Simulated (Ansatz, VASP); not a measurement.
## One calculation of Li2Se, two programs

```
Li Se
1.0
     0.00000    3.02310    3.02310
     3.02310    0.00000    3.02310
     3.02310    3.02310    0.00000
Li Se
2 1
Direct
  0.25000 0.25000 0.25000
  0.75000 0.75000 0.75000
  0.00000 0.00000 0.00000
```

Alike in both runs: task single point; functional r2SCAN; k mesh 6 × 6 × 6; no spin polarisation.

|  | VASP | Ansatz |
| --- | --- | --- |
| version | VASP 6.6.1 | Ansatz 0.2.0 |
| potentials or method | VASP PAW PBE potentials, release 64 (Li_sv, Se) | plane waves, PAW |
| plane-wave cutoff (eV) | 830 | 500 |
| occupations | gaussian, width 0.01 eV | fixed |
| valence electrons in the cell | 12 | 22 |

|  | VASP | Ansatz | Ansatz less VASP |
| --- | --- | --- | --- |
| gap on the k mesh at the Fermi level (eV) | 3.48 | 3.50 | +0.021 |
| pressure (GPa) | -1.2 | -1.0 | +0.15 |

VASP's potentials were made for PBE, not for r2SCAN. VASP's potentials hold 12 valence electrons a cell and Ansatz's 22, so a difference there can come from the potentials and not from the codes.
